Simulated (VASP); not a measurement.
# Ni (Fm-3m) in VASP: a series of runs

Ni is run at these levels: PBE; tasks: relaxation of cell and atoms, single point.

All numbers are computed with VASP 6.6.1; they aren't measurements. Logs are shortened: lines on timing, memory, paths and dates and some standing lists are left out, and cuts for length are marked.

### Step 1. The cell of the first run

Symmetry: Fm-3m, No. 225, cubic system. The conventional cell has a = 3.496 Å, b = 3.496 Å, c = 3.496 Å, α = 90.00°, β = 90.00°, γ = 90.00°. Ni (site symmetry m-3m) has 12 Ni at 2.47 Å within 3.3 Å.

### Step 2. Relaxation of cell and atoms, PBE, collinear spin, ferromagnetic start, target pressure 2 GPa, at which the enthalpy is minimised

INCAR reads:

```
SYSTEM = Ni
PREC = Accurate ; ENCUT = 600
EDIFF = 1E-6 ; ISMEAR = 0
SIGMA = 0.1 ; LREAL = .False.
LASPH = .True. ; NELM = 150
ALGO = Normal ; ISIF = 3
LWAVE = .False. ; LCHARG = .False.
ISPIN = 2 ; MAGMOM = 0.75
LORBIT = 11 ; LMAXMIX = 4
GGA = PE ; IBRION = 2
NSW = 70 ; EDIFFG = -0.008
PSTRESS = 20.0
```

KPOINTS reads:

```
regular mesh
0
Gamma
  20 20 20
  0 0 0
```

POSCAR reads:

```
Ni
1.0
    0.0000000000      1.7480143558      1.7480143558
    1.7480143558      0.0000000000      1.7480143558
    1.7480143558      1.7480143558      0.0000000000
Ni
1
Direct
    0.0000000000      0.0000000000      0.0000000000
```

Potentials or basis: VASP PAW PBE potentials, release 64 (Ni).

Run with:

```
> cat potpaw_PBE.64/Ni/POTCAR > POTCAR
> mpirun -np 1 vasp_std > vasp.out
```

OUTCAR:

```text
SYSTEM = Ni
   PREC = Accurate
   ENCUT = 600
   EDIFF = 1E-6
   ISMEAR = 0
   LREAL = .False.
   LASPH = .True.
   NELM = 150
   ISIF = 3
   ISPIN = 2
   LORBIT = 11
   GGA = PE
   IBRION = 2
   NSW = 70
   EDIFFG = -0.008
   PSTRESS = 20.0

 ion  position               nearest neighbor table
   1  0.000  0.000  0.000-

  LATTYP: Found a face centered cubic cell.
 ALAT       =     3.4960287116

  Lattice vectors:

 A1 = (   0.0000000000,   1.7480143558,   1.7480143558)
 A2 = (   1.7480143558,   0.0000000000,   1.7480143558)
 A3 = (   1.7480143558,   1.7480143558,   0.0000000000)

Analysis of symmetry for initial positions (statically):
=====================================================================
 Subroutine PRICEL returns:
 Original cell was already a primitive cell.

 Routine SETGRP: Setting up the symmetry group for a
 face centered cubic supercell.

 Subroutine GETGRP returns: Found 48 space group operations
 (whereof 48 operations were pure point group operations)
 out of a pool of 48 trial point group operations.

The static configuration has the point symmetry O_h .

Analysis of symmetry for dynamics (positions and initial velocities):
=====================================================================
 Subroutine PRICEL returns:
 Original cell was already a primitive cell.

 Routine SETGRP: Setting up the symmetry group for a
 face centered cubic supercell.

 Subroutine GETGRP returns: Found 48 space group operations
 (whereof 48 operations were pure point group operations)
 out of a pool of 48 trial point group operations.

The dynamic configuration has the point symmetry O_h .

Analysis of structural, dynamic, and magnetic symmetry:
=====================================================================
 Subroutine PRICEL returns:
 Original cell was already a primitive cell.

 Routine SETGRP: Setting up the symmetry group for a
 face centered cubic supercell.

 Subroutine GETGRP returns: Found 48 space group operations
 (whereof 48 operations were pure point group operations)
 out of a pool of 48 trial point group operations.

The overall configuration has the point symmetry O_h .

 Subroutine INISYM returns: Found 48 space group operations
 (whereof 48 operations are pure point group operations),
 and found     1 'primitive' translations

----------------------------------------------------------------------------------------

                                     Primitive cell

  volume of cell :      10.6823

  direct lattice vectors                    reciprocal lattice vectors
     0.000000000  1.748014356  1.748014356    -0.286038841  0.286038841  0.286038841
     1.748014356  0.000000000  1.748014356     0.286038841 -0.286038841  0.286038841
     1.748014356  1.748014356  0.000000000     0.286038841  0.286038841 -0.286038841
[... 102 lines left out ...]
     AMIX_MAG =   1.60;   BMIX_MAG =  1.00
  volume/ion in A,a.u.               =      10.68        72.09
  Fermi-wavevector in a.u.,A,eV,Ry     =   1.601474  3.026347 34.895111  2.564718
  Thomas-Fermi vector in A             =   2.698447
   LORBIT       =     11    0 simple, 1 ext, 2 COOP (PROOUT), +10 PAW based schemes
   GGA     = PE    functional components
   LHFCALC =     F    Hartree Fock is set to
   AEXX    =    0.0000 exact exchange contribution
   IVDW    =     0    specifies the selected vdW correction
   LEPSILON=     F    determine dielectric tensor
   LRPA    =     F    only Hartree local field effects (RPA)
 conjugate gradient relaxation of ions
 spin polarized calculation
 Gauss-broadening in eV      SIGMA  =   0.10
  energy-cutoff  :      600.00
  volume of cell :       10.68
 maximum number of plane-waves:       368
   NGX =  9   NGY =  9   NGZ =  9

--------------------------------------- Ionic step        1  -------------------------------------------

 number of electron      10.0000006 magnetization       0.6253742

 Free energy of the ion-electron system (eV)
  ---------------------------------------------------
  ext. energy  EPLUGINS =         0.00000000
  ---------------------------------------------------
  free energy    TOTEN  =        -5.47239278 eV

  energy without entropy =       -5.46381470  energy(sigma->0) =       -5.46810374

------------------------ aborting loop because EDIFF is reached ----------------------------------------

  FORCE on cell =-STRESS in cart. coord.  units (eV):
  Direction    XX          YY          ZZ          XY          YZ          ZX
  --------------------------------------------------------------------------------------
  -------------------------------------------------------------------------------------
  Total        0.2528501      0.2528501      0.2528501      0.0000000      0.0000000      0.0000000
  in kB       37.9235329     37.9235329     37.9235329      0.0000000      0.0000000      0.0000000
  external PRESSURE =      17.9235329 kB  Pullay stress =      20.0000000 kB
[... 61 lines left out ...]
--------------------------------------- Ionic step        3  -------------------------------------------

 number of electron      10.0000008 magnetization       0.6264236

 Free energy of the ion-electron system (eV)
  ---------------------------------------------------
  ext. energy  EPLUGINS =         0.00000000
  ---------------------------------------------------
  free energy    TOTEN  =        -5.47406452 eV

  energy without entropy =       -5.46539785  energy(sigma->0) =       -5.46973119

 E-fermi :   9.5145     XC(G=0): -13.3133

 val. band max:        9.5140482685   @ k =   0.4000   0.0000   0.0000
 cond. band min:       9.5147402500   @ k =  -0.4500   0.5000   0.0500
 fundamental gap:      0.0006919815
 Fermi energy:         9.5144915305

 spin component 1

 k-point     1 :       0.0000    0.0000    0.0000
  band No.  band energies     occupation
      1       0.4368      1.00000
      2       7.0515      1.00000
      3       7.0515      1.00000
      4       7.0515      1.00000
      5       8.2458      1.00000
      6       8.2458      1.00000
      7      33.3215      0.00000
      8      37.2579      0.00000
      9      37.2579      0.00000
[... 265 lines left out ...]
 k-point    24 :      -0.3500    0.0500    0.0000
  band No.  band energies     occupation
      1       4.2810      1.00000
      2       7.1392      1.00000
      3       7.1948      1.00000
      4       7.3154      1.00000
      5       8.5814      1.00000
      6       8.9357      1.00000
      7      18.7326      0.00000
      8      31.3078      0.00000
      9      33.7017      0.00000

 [... further k-points ...]

 spin component 2

 k-point     1 :       0.0000    0.0000    0.0000
  band No.  band energies     occupation
      1       0.4014      1.00000
      2       7.8066      1.00000
      3       7.8066      1.00000
      4       7.8066      1.00000
      5       8.8310      1.00000
      6       8.8311      1.00000
      7      33.1588      0.00000
      8      37.2369      0.00000
      9      37.2369      0.00000
[... 308 lines left out ...]
  energy  without entropy=       -5.4653978517  energy(sigma->0) =       -5.46973119

  enthalpy is  TOTEN    =        -5.3395625032 eV   P V=        0.1345020162

 reached required accuracy - stopping structural energy minimisation

 total charge

# of ion       s       p       d       tot
------------------------------------------
    1        0.502   0.506   8.319   9.327

 magnetization (x)

# of ion       s       p       d       tot
------------------------------------------
    1       -0.007  -0.025   0.670   0.638
```

OSZICAR:

```text
N       E                     dE             d eps       ncg     rms          rms(c)
DAV:   1     0.253813208685E+02    0.25381E+02   -0.52891E+03  9312   0.160E+03
DAV:   2    -0.604500775221E+01   -0.31426E+02   -0.30295E+02  9301   0.177E+02
[... 23 lines left out ...]
DAV:   1    -0.548775458262E+01   -0.13043E-01   -0.21898E-01  9613   0.802E+00    0.993E-01
DAV:   2    -0.547879622705E+01    0.89584E-02   -0.21417E-01  9654   0.714E+00    0.560E-01
DAV:   3    -0.547436104974E+01    0.44352E-02   -0.33898E-02  9541   0.295E+00    0.154E-01
DAV:   4    -0.547411034102E+01    0.25071E-03   -0.15910E-04 10362   0.121E-01    0.883E-02
DAV:   5    -0.547406352424E+01    0.46817E-04   -0.81360E-05 12535   0.726E-02    0.173E-02
DAV:   6    -0.547406451942E+01   -0.99518E-06   -0.29669E-06  6980   0.144E-02
   3 F= -.53395625E+01 E0= -.53352292E+01  d E =-.517078E-03  mag=     0.6271
```

CONTCAR:

```text
Ni
   1.00000000000000
     0.0000000000000000    1.7530452588628742    1.7530452588628742
     1.7530452588628742    0.0000000000000000    1.7530452588628742
     1.7530452588628742    1.7530452588628742    0.0000000000000000
  Ni
     1
Direct
     0.0000000000000000    0.0000000000000000    0.0000000000000000

  0.00000000E+00  0.00000000E+00  0.00000000E+00
```

It took 5.1 min on 1 thread of Intel Xeon 8259CL, shared host; peak memory 0.15 GiB.

What came out:

* Free energy: -5.4741 eV
* Relaxed volume: 10.77 Å³/atom
* Relaxed cell: a = 2.479 Å, b = 2.479 Å, c = 2.479 Å, α = 60.00°, β = 60.00°, γ = 60.00°
* Space group after relaxing (to 0.1 Å): Fm-3m (No. 225)
* Energy change on relaxing (the run minimises the enthalpy): -1.7 meV/atom
* Ionic steps: 3
* Pressure after relaxing: 2.1 GPa
* Net moment: 0.63 μB per cell
* Site moments: Ni +0.64 μB
* Valence electrons inside the program's atomic spheres: Ni 9.33

The path:
| step | energy change (eV) | largest force (eV/Å) | pressure (GPa) | volume (Å³) |
| --- | --- | --- | --- | --- |
| 1 | 0.0000 | 0.0000 | 3.79 | 10.68 |
| 2 | -0.0023 | 0.0000 | 0.24 | 10.87 |
| 3 | -0.0017 | 0.0000 | 2.11 | 10.77 |

Final structure:
```
Ni
1.0
     0.00000    1.75305    1.75305
     1.75305    0.00000    1.75305
     1.75305    1.75305    0.00000
Ni
1
Direct
  0.00000 0.00000 0.00000
```

Caveat: the cell is relaxed towards a set pressure, so the run minimises the enthalpy, not the energy.

[end of part 1 of 2]
